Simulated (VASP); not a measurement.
CO2: single point with PBEsol

CO2:

```
CELL_PARAMETERS angstrom
-1.90450 1.90450 2.95136
1.90450 -1.90450 2.95136
1.90450 1.90450 -2.95136
ATOMIC_POSITIONS crystal
O 0.87500 0.94698 0.57198
O 0.37500 0.30302 0.42802
O 0.05302 0.62500 0.92802
O 0.69698 0.12500 0.07198
C 0.00000 0.00000 0.00000
C 0.75000 0.25000 0.50000
```

```json
{
 "Program": "VASP 6.6.1",
 "Task": "single point",
 "Functional": "PBEsol",
 "Potentials or basis": "VASP PAW PBE potentials, release 64 (O_h, C_h)",
 "Cutoff": "1340 eV",
 "k mesh": "9 × 9 × 9",
 "Occupations": "fermi-dirac, width 0.05 eV",
 "Spin": "no spin polarisation"
}
```

- Pressure: 10.0 GPa
- Largest force: 0.029 eV/Å
- Band gap on the k mesh: 7.67 eV (least direct gap 7.98 eV)

Forces in eV/Å, atoms in the order of the input:
```
O   -0.029  0.000  0.000
O    0.029  0.000  0.000
O    0.000  0.029  0.000
O    0.000 -0.029  0.000
C    0.000  0.000  0.000
C    0.000  0.000  0.000
```

Stress tensor (GPa, compression positive):
```
10.02  0.00  0.00
 0.00 10.02  0.00
 0.00  0.00  9.91
```

Levels at points of the mesh, in eV from the valence-band top:
```
           k point  band 14  band 15  band 16  band 17  band 18  band 19
(0.00, 0.00, 0.00)    -0.76    -0.76    -0.31     7.67     9.92     9.92
```

It took 6.5 min on 1 thread of Intel(R) Xeon(R) Platinum 8259CL CPU @ 2.50GHz (Skylake/Cascade Lake) (shared host), peak memory 0.47 GiB.

Caveat: the cell stands under pressure; the PAW data sets were made with another functional, which shifts forces and pressure a little. A k mesh can miss the band edges.
